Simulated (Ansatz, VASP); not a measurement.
# Ir: VASP beside Ansatz

Contents of INCAR:

```
ALGO = Normal ; EDIFF = 1E-8
ENCUT = 520 ; GGA = PE
ISIF = 2 ; ISMEAR = -1
LASPH = True ; LCHARG = False
LEFG = True ; LREAL = False
LWAVE = False ; NBANDS = 10
NELM = 60 ; PREC = Accurate
SIGMA = 0.05
```

Contents of KPOINTS:

```
k-points
0
Gamma
  15 15 15
```

File POSCAR:

```
Ir
1.0
    0.0000000000      1.8808448178      1.8808448178
    1.8808448178      0.0000000000      1.8808448178
    1.8808448178      1.8808448178      0.0000000000
Ir
1
Direct
    0.0000000000      0.0000000000      0.0000000000
```

Input for Ansatz:

```yaml
crystal:
  lattice:
    - [0.0, 1.8808448178, 1.8808448178]
    - [1.8808448178, 0.0, 1.8808448178]
    - [1.8808448178, 1.8808448178, 0.0]
  atoms:
    - { symbol: Ir, position: [0.0, 0.0, 0.0] }
kpoints:
  mp_grid: { grid: [15, 15, 15] }
scf:
  occupations: { method: fermi_dirac, width: 0.05 }
hamiltonian:
  xc: pbe
  pseudopotentials: { kind: paw }
output:
  forces: true
  stress: true
  eigenvalues: true
  efg: { contact_densities: true }
```

Change from the starting cell: volume scaled by 0.9405, PAW files.

Alike in both runs: task electric field gradients; functional PBE; k mesh 15 × 15 × 15; occupations fermi-dirac, width 0.05 eV; no spin polarisation.

|  | VASP | Ansatz |
| --- | --- | --- |
| version | VASP 6.6.1 | Ansatz 0.2.0 |
| potentials or method | VASP PAW PBE potentials, release 64 (Ir) | PAW with Ansatz's default frozen-core files, scalar-relativistic |
| plane-wave cutoff (eV) | 520 | 420 |
| valence electrons in the cell | 9 | 17 |

Ansatz gave:

```
pressure (GPa) : 36.9
```

Problem. What did VASP give for the same quantities?

Solution. Pressure (GPa): 37.9.

Both programs put the cell under a high pressure, so it lies far from rest at this level. VASP's potentials hold 9 valence electrons a cell and Ansatz's 17, so a difference there can come from the potentials and not from the codes.

Spin-orbit coupling is off throughout.
